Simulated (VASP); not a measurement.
**InPt3: relaxation of cell and atoms with LDA**

InPt3:

```
In Pt
1.0
     3.96637    0.00000    0.00000
     0.00000    3.96637    0.00000
     0.00000    0.00000    3.96637
In Pt
1 3
Direct
  0.00000 0.00000 0.00000
  0.50000 0.50000 0.00000
  0.00000 0.50000 0.50000
  0.50000 0.00000 0.50000
```

```
Program                : VASP 6.6.1
Task                   : relaxation of cell and atoms
Functional             : LDA
Potentials or basis    : VASP PAW LDA potentials, release 64 (In_d, Pt)
Cutoff                 : 500 eV
k mesh                 : 10 × 10 × 10
Occupations            : fermi-dirac, width 0.15 eV
Spin                   : no spin polarisation
Target pressure        : 5 GPa
Dipole correction      : no
Further INCAR settings : ALGO = Normal; EDIFF = 1e-07; IBRION = 2; EDIFFG = -0.001; NSW = 80; ISIF = 3
```

- Relaxed volume: 15.35 Å³/atom
- Relaxed cell: a = 3.945 Å, b = 3.945 Å, c = 3.945 Å, α = 90.00°, β = 90.00°, γ = 90.00°
- Space group after relaxing (to 0.1 Å): Pm-3m (No. 221)
- Energy change on relaxing (the run minimises the enthalpy): +4.5 meV/atom
- Ionic steps: 4
- Pressure after relaxing: 5.0 GPa
- Band gap on the k mesh: zero (an odd number of electrons rules out a gap without spin polarisation)

The path:
```tsv
step	energy change (eV)	largest force (eV/Å)	pressure (GPa)	volume (Å³)
1	0.0000	0.0000	0.81	62.40
2	0.2006	0.0000	18.05	58.79
3	0.0175	0.0000	4.93	61.41
4	0.0181	0.0000	5.01	61.39
```

Final structure:
```
In Pt
1.0
     3.94489    0.00000    0.00000
     0.00000    3.94489    0.00000
     0.00000    0.00000    3.94489
In Pt
1 3
Direct
  0.00000 0.00000 0.00000
  0.50000 0.50000 0.00000
  0.00000 0.50000 0.50000
  0.50000 0.00000 0.50000
```

Levels at points of the mesh, in eV from the Fermi level:
| k point | band 20 | band 21 | band 22 | band 23 | band 24 | band 25 |
| --- | --- | --- | --- | --- | --- | --- |
| (0.00, 0.00, 0.00) | 0.19 | 0.19 | 0.52 | 0.52 | 0.52 | 5.96 |
| (0.50, 0.00, 0.00) | -2.04 | -0.79 | 0.53 | 4.16 | 5.90 | 5.90 |
| (0.50, 0.50, 0.00) | -1.72 | -1.68 | -0.57 | 1.56 | 1.56 | 7.34 |
| (0.50, 0.50, 0.50) | -1.61 | -0.44 | 0.06 | 0.06 | 0.06 | 3.35 |

Run time: 81 s on 1 thread of AMD EPYC 9R45 96-Core Processor (Zen 5), on a shared host, peak memory 0.18 GiB.

Caveat: the cell is relaxed towards a set pressure, so the run minimises the enthalpy, not the energy; spin-orbit coupling is left out, which moves the levels of the heavy elements. Zero-point motion and thermal expansion aren't in these numbers.
